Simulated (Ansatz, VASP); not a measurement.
Two plane-wave programs on K

Contents of INCAR:

```
SYSTEM = K
PREC = Accurate
ENCUT = 520
EDIFF = 1E-6
ISMEAR = -1
SIGMA = 0.1
LREAL = .False.
LASPH = .True.
NELM = 80
ALGO = Normal
ISIF = 2
LWAVE = .False.
LCHARG = .False.
GGA = RE
NBANDS = 10
```

The input KPOINTS:

```
Automatic mesh
0
Gamma
  13 13 13
  0 0 0
```

The input POSCAR:

```
K
1.0
    0.0000000000      3.5103628564      3.5103628564
    3.5103628564      0.0000000000      3.5103628564
    3.5103628564      3.5103628564      0.0000000000
K
1
Direct
    0.0000000000      0.0000000000      0.0000000000
```

Input for Ansatz:

```yaml
crystal:
  lattice:
    - [0.0, 3.5103628564, 3.5103628564]
    - [3.5103628564, 0.0, 3.5103628564]
    - [3.5103628564, 3.5103628564, 0.0]
  atoms:
    - { symbol: K, position: [0.0, 0.0, 0.0] }
hamiltonian:
  xc: revpbe
  pseudopotentials:
    kind: paw
    azcp:
      K: "pseudopotentials/K.paw.azcp"
basis:
  ecutwfc: 420
  fft_grid_basis: typed
kpoints:
  mp_grid: { grid: [13, 13, 13], shift: [0, 0, 0] }
magnetization:
  spin_polarized: false
scf:
  occupations: { method: fermi_dirac, width: 0.1 }
output:
  stress: true
```

Alike in both runs: task single point; functional revPBE; k mesh 13 × 13 × 13; occupations fermi-dirac, width 0.1 eV; no spin polarisation.

|  | VASP | Ansatz |
| --- | --- | --- |
| version | VASP 6.6.1 | Ansatz 0.2.0 |
| potentials or method | VASP PAW PBE potentials, release 64 (K_sv), cutoff 520 eV | plane waves (420 eV) with PAW, scalar-relativistic |
| valence electrons in the cell | 9 | 9 |

|  | VASP | Ansatz | Ansatz less VASP |
| --- | --- | --- | --- |
| pressure (GPa) | -0.2 | -0.2 | +0.01 |

VASP's potentials were made for PBE, not for revPBE. With one functional, cell and mesh, what is left measures potentials, basis and numerics.
